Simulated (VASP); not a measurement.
CsTa2S4:

```
CELL_PARAMETERS angstrom
3.31400 0.00000 0.00000
-1.65700 2.87001 0.00000
0.00000 0.00000 14.08563
ATOMIC_POSITIONS crystal
Cs 0.33333 0.66667 0.00000
Ta 0.00000 0.00000 0.71604
Ta 0.00000 0.00000 0.28396
S 0.66667 0.33333 0.60543
S 0.66667 0.33333 0.82666
S 0.66667 0.33333 0.17334
S 0.66667 0.33333 0.39457
```

| Property | Result |
| --- | --- |
| Program | VASP 6.6.1 |
| Task | relaxation of cell and atoms |
| Functional | PBE |
| Dispersion | D3(BJ) |
| Potentials or basis | VASP PAW PBE potentials, release 64 (Cs_sv, Ta_pv, S) |
| Cutoff | 600 eV |
| k mesh | 6 × 6 × 2 |
| Occupations | gaussian, width 0.1 eV |
| Spin | no spin polarisation |

At the start: pressure 7.3 GPa; volume 19.14 Å³/atom.

Question: Where does the relaxation end?

Answer: Over 17 steps the energy falls by 59.1 meV/atom and the volume is 21.24 Å³/atom (+11.0 %); space group P-6m2 (No. 187, to 0.1 Å) before and after.

The path:
```csv
step,energy change (eV),largest force (eV/Å),pressure (GPa),volume (Å³)
1,0.0000,0.6032,7.30,133.97
2,-0.1476,1.3183,-5.58,151.60
3,-0.2511,1.0589,-1.22,144.31
4,-0.3761,0.3586,0.06,146.13
5,-0.3771,0.2962,0.19,146.31
6,-0.4052,0.0804,0.16,147.17
7,-0.4063,0.1510,0.17,147.38
8,-0.4095,0.0733,-0.14,147.98
9,-0.4096,0.0789,-0.11,147.90
10,-0.4100,0.0758,0.18,147.69
11,-0.4100,0.0704,0.15,147.71
12,-0.4104,0.0637,0.14,147.81
13,-0.4115,0.0498,0.07,148.11
14,-0.4123,0.0907,-0.04,148.71
15,-0.4128,0.0670,-0.09,148.79
16,-0.4134,0.0270,-0.21,148.97
17,-0.4137,0.0172,0.05,148.67
```

Final structure:
```
Cs Ta S
1.0
     3.41519    0.00000    0.00000
    -1.70760    2.95764    0.00000
     0.00000    0.00000   14.71823
Cs Ta S
1 2 4
Direct
  0.33333 0.66667 0.00000
  0.00000 0.00000 0.71653
  0.00000 0.00000 0.28347
  0.66667 0.33333 0.61497
  0.66667 0.33333 0.82121
  0.66667 0.33333 0.17879
  0.66667 0.33333 0.38503
```

Caveat: the k points lie up to 0.35 Å⁻¹ apart in the final cell, too coarse for converged energies and pressures of a metal.
